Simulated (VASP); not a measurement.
# Fe (Fm-3m) in VASP: a series of runs, part 2 of 2

VASP 6.6.1. The steps go on from the part before.

### 4 Single point, PBE, collinear spin, ferromagnetic start

INCAR

```
PREC = Accurate ; ENCUT = 520
EDIFF = 1E-6 ; ISMEAR = -1
SIGMA = 0.1 ; LREAL = False
LASPH = True ; NELM = 150
ALGO = Normal ; ISIF = 2
LWAVE = False ; LCHARG = True
ISPIN = 2 ; MAGMOM = 2.83
LORBIT = 11 ; NUPDOWN = 2.83
LMAXMIX = 4 ; GGA = PE
LELF = True ; LVHAR = True
NBANDS = 14
```

KPOINTS

```
Automatic mesh
0
Gamma
  12 12 12
```

POSCAR

```
Fe
1.0
    0.0000000000      1.8260000000      1.8260000000
    1.8260000000      0.0000000000      1.8260000000
    1.8260000000      1.8260000000      0.0000000000
Fe
1
Direct
    0.0000000000      0.0000000000      0.0000000000
```

Potentials or basis: VASP PAW PBE potentials, release 64 (Fe).

On the command line:

```
> cat potpaw_PBE.64/Fe/POTCAR > POTCAR
> mpirun -np 1 vasp_std > vasp.out
```

OUTCAR:

```text
PREC = Accurate
   ENCUT = 520
   EDIFF = 1E-6
   ISMEAR = -1
   LREAL = False
   LASPH = True
   NELM = 150
   ISIF = 2
   ISPIN = 2
   LORBIT = 11
   NUPDOWN = 2.83
   GGA = PE

 ion  position               nearest neighbor table
   1  0.000  0.000  0.000-

  LATTYP: Found a face centered cubic cell.
 ALAT       =     3.6520000000

  Lattice vectors:

 A1 = (   0.0000000000,   1.8260000000,   1.8260000000)
 A2 = (   1.8260000000,   0.0000000000,   1.8260000000)
 A3 = (   1.8260000000,   1.8260000000,   0.0000000000)

Analysis of symmetry for initial positions (statically):
=====================================================================
 Subroutine PRICEL returns:
 Original cell was already a primitive cell.

 Routine SETGRP: Setting up the symmetry group for a
 face centered cubic supercell.

 Subroutine GETGRP returns: Found 48 space group operations
 (whereof 48 operations were pure point group operations)
 out of a pool of 48 trial point group operations.

The static configuration has the point symmetry O_h .

Analysis of symmetry for dynamics (positions and initial velocities):
=====================================================================
 Subroutine PRICEL returns:
 Original cell was already a primitive cell.

 Routine SETGRP: Setting up the symmetry group for a
 face centered cubic supercell.

 Subroutine GETGRP returns: Found 48 space group operations
 (whereof 48 operations were pure point group operations)
 out of a pool of 48 trial point group operations.

The dynamic configuration has the point symmetry O_h .

Analysis of structural, dynamic, and magnetic symmetry:
=====================================================================
 Subroutine PRICEL returns:
 Original cell was already a primitive cell.

 Routine SETGRP: Setting up the symmetry group for a
 face centered cubic supercell.

 Subroutine GETGRP returns: Found 48 space group operations
 (whereof 48 operations were pure point group operations)
 out of a pool of 48 trial point group operations.

The overall configuration has the point symmetry O_h .
[... 149 lines left out ...]
 Fermi energy:         6.1366091321

 spin component 1

 k-point     1 :       0.0000    0.0000    0.0000
  band No.  band energies     occupation
      1      -2.9917      1.00000
      2       2.8434      1.00000
      3       2.8434      1.00000
      4       2.8434      1.00000
      5       3.7925      1.00000
      6       3.7925      1.00000
      7      26.9844      0.00000
      8      30.9267      0.00000
      9      30.9267      0.00000
     10      30.9267      0.00000
     11      33.6539      0.00000
     12      33.6539      0.00000
     13      33.6539      0.00000
     14      36.3498      0.00000
[... 379 lines left out ...]
      3       3.0611      1.00000
      4       3.1329      1.00000
      5       4.5746      1.00000
      6       7.5615      0.00000
      7      11.5721      0.00000
      8      21.1181      0.00000
      9      25.5658      0.00000
     10      26.5194      0.00000
     11      34.8792      0.00000
     12      35.2565      0.00000
     13      42.0189      0.00000
     14      44.4904      0.00000

 [... further k-points ...]

 spin component 2

 k-point     1 :       0.0000    0.0000    0.0000
  band No.  band energies     occupation
      1      -2.6287      1.00000
      2       5.4004      0.33976
      3       5.4005      0.33960
      4       5.4005      0.33959
      5       6.9809      0.00000
      6       6.9810      0.00000
      7      26.7118      0.00000
      8      31.4486      0.00000
      9      31.4486      0.00000
     10      31.4486      0.00000
     11      34.5350      0.00000
     12      34.5350      0.00000
     13      34.5350      0.00000
     14      35.8134      0.00000
[... 379 lines left out ...]
      3       5.1181      0.89652
      4       5.8933      0.00371
      5       7.5691      0.00000
      6       9.3991      0.00000
      7      13.2276      0.00000
      8      21.8816      0.00000
      9      26.4538      0.00000
     10      26.9161      0.00000
     11      35.6172      0.00000
     12      35.6755      0.00000
     13      42.7451      0.00000
     14      45.2396      0.00000

 [... further k-points ...]
[... 5 lines left out ...]
  --------------------------------------------------------------------------------------
  -------------------------------------------------------------------------------------
  Total        0.2898646      0.2898646      0.2898646      0.0000000      0.0000000      0.0000000
  in kB       38.1393632     38.1393632     38.1393632      0.0000000      0.0000000      0.0000000
  external PRESSURE =      38.1393632 kB  Pullay stress =       0.0000000 kB

 VOLUME and BASIS-vectors are now :
 -----------------------------------------------------------------------------
  energy-cutoff  :      520.00
  volume of cell :       12.18
      direct lattice vectors                 reciprocal lattice vectors
     0.000000000  1.826000000  1.826000000    -0.273822563  0.273822563  0.273822563
     1.826000000  0.000000000  1.826000000     0.273822563 -0.273822563  0.273822563
     1.826000000  1.826000000  0.000000000     0.273822563  0.273822563 -0.273822563

 POSITION                                       TOTAL-FORCE (eV/Angst)
 -----------------------------------------------------------------------------------
      0.00000      0.00000      0.00000        -0.000000      0.000000     -0.000000
 -----------------------------------------------------------------------------------
    total drift:                                0.000000      0.000000      0.000000

  FREE ENERGIE OF THE ION-ELECTRON SYSTEM (eV)
  ---------------------------------------------------
  free  energy   TOTEN  =        -8.0610150125 eV

  energy  without entropy=       -8.0267231750  energy(sigma->0) =       -8.04386909

 total charge

# of ion       s       p       d       tot
------------------------------------------
    1        0.476   0.504   6.149   7.129

 magnetization (x)

# of ion       s       p       d       tot
------------------------------------------
    1       -0.007  -0.025   2.840   2.808
```

stdout:

```text
POSCAR found type information on POSCAR Fe
 POSCAR found :  1 types and       1 ions
 scaLAPACK will be used
 LDA part: xc-table for (Slater+PW92), standard interpolation
 POSCAR, INCAR and KPOINTS ok, starting setup
 FFT: planning ... GRIDC
 FFT: planning ... GRID_SOFT
 FFT: planning ... GRID
 WAVECAR not read
 entering main loop
```

Run time: 11 s. Hardware: 1 thread of Intel Xeon 6975P-C (Granite Rapids), shared host; peak memory 0.14 GiB.

What came out:

- Free energy: -8.0610 eV
- Pressure: 3.8 GPa
- Net moment: 2.83 μB per cell
- Site moments: Fe +2.81 μB
- Valence electrons inside the program's atomic spheres: Fe 7.13

Caveat: the total moment is fixed, so each spin has its own Fermi level.

### 5 Single point, PBE, collinear spin, ferromagnetic start

INCAR

```
  ALGO = Normal
  EDIFF = 1E-6
  ENCUT = 520
  GGA = PE
  ISIF = 2
  ISMEAR = -1
  ISPIN = 2
  LASPH = True
  LCHARG = True
  LELF = True
  LMAXMIX = 4
  LORBIT = 11
  LREAL = False
  LVHAR = True
  LWAVE = False
  MAGMOM = 3.96
  NBANDS = 14
  NELM = 150
  NUPDOWN = 3.96
  PREC = Accurate
  SIGMA = 0.1
```

KPOINTS

```
k-points
0
Gamma
  12 12 12
```

POSCAR is that of step 4.

On the command line:

```
> cat potpaw_PBE.64/Fe/POTCAR > POTCAR
> mpirun -np 1 vasp_std > vasp.out
```

It took 12 s on 1 thread of Intel Xeon 6975P-C (Granite Rapids), shared host; peak memory 0.14 GiB.

It converged, with:

* Free energy: -6.4506 eV
* Pressure: 42.9 GPa
* Net moment: 3.96 μB per cell
* Site moments: Fe +3.76 μB
* Valence electrons inside the program's atomic spheres: Fe 7.09

Caveat: the total moment is fixed, so each spin has its own Fermi level.

### 6 Single point, PBE, collinear spin, ferromagnetic start

INCAR

```
SYSTEM = Fe
ALGO     = Normal         ! electronic algorithm
EDIFF    = 1E-7           ! SCF threshold, eV
ENCUT    = 520            ! plane-wave cutoff, eV
GGA      = PE             ! functional
ISIF     = 2              ! what is computed and relaxed
ISMEAR   = -1             ! smearing method
ISPIN    = 2              ! spin polarisation
LASPH    = .TRUE.         ! aspherical terms in the spheres
LCHARG   = .TRUE.         ! write CHGCAR
LELF     = .TRUE.         ! ELF
LMAXMIX  = 4              ! l up to which the mixer works
LORBIT   = 11             ! projections on sites
LREAL    = .FALSE.        ! projectors in reciprocal space
LVHAR    = .TRUE.       
LWAVE    = .FALSE.        ! write WAVECAR
MAGMOM   = 0.4            ! initial moments
NBANDS   = 14             ! bands
NELM     = 150            ! most SCF steps
PREC     = Accurate       ! precision mode
SIGMA    = 0.1            ! smearing width, eV
```

KPOINTS

```
k-points
0
G
  12 12 12
  0 0 0
```

POSCAR is that of step 5.

Potentials or basis: VASP PAW PBE potentials, release 64 (Fe).

On the command line:

```
> cat potpaw_PBE.64/Fe/POTCAR > POTCAR
> mpirun -np 1 vasp_std > vasp.out
```

Wall time 18 s (1 thread of Intel Xeon 6975P-C (Granite Rapids), shared host); peak memory 0.14 GiB.

The run converged. Its results:

| Property | Result |
| --- | --- |
| Free energy | -7.8775 eV |
| Pressure | -32.3 GPa |
| Band gap on the k mesh | zero (filled and empty bands overlap) |
| Net moment | 0.00 μB per cell |
| Valence electrons inside the program's atomic spheres | Fe 7.12 |

Levels at points of the mesh, in eV from the Fermi level:
Spin up:
```tsv
k point	band 2	band 3	band 4	band 5	band 6	band 7
(0.00, 0.00, 0.00)	-1.27	-1.27	-1.27	-0.07	-0.07	21.85
(0.50, 0.00, 0.00)	-1.33	-1.33	0.24	0.75	0.75	6.76
(0.50, 0.50, 0.00)	-3.27	0.73	0.97	0.97	2.86	9.92
```
Spin down:
```tsv
k point	band 1	band 2	band 3	band 4	band 5	band 6	band 7	band 8	band 9
(0.00, 0.00, 0.00)	-7.86	-1.27	-1.27	-1.27	-0.07	-0.07	21.85	26.13	26.13
(0.50, 0.00, 0.00)	-3.94	-1.33	-1.33	0.24	0.75	0.75	6.76	20.52	23.87
(0.50, 0.50, 0.00)	-3.88	-3.27	0.73	0.97	0.97	2.86	9.92	14.45	14.45
```

### 7 The runs side by side

| fixed moment (μB) | pressure (GPa) | moment (μB) |
| --- | --- | --- |
| 0.57 | -29.8 | 0.57 |
| 1.7 | -18.7 | 1.70 |
| 2.83 | 3.8 | 2.83 |
| 3.96 | 42.9 | 3.96 |
| - | -32.3 | 0.00 |

Alike in all rows: task single point; level PBE; potentials or basis VASP PAW PBE potentials, release 64 (Fe); spin collinear, ferromagnetic start; cell as given; k mesh 12 × 12 × 12; cutoff (eV) 520; smearing fermi-dirac 0.1 eV.

Caveats: the total moment is fixed, so each spin has its own Fermi level (some runs).

Absolute energies hang on the potentials; compare differences alone.
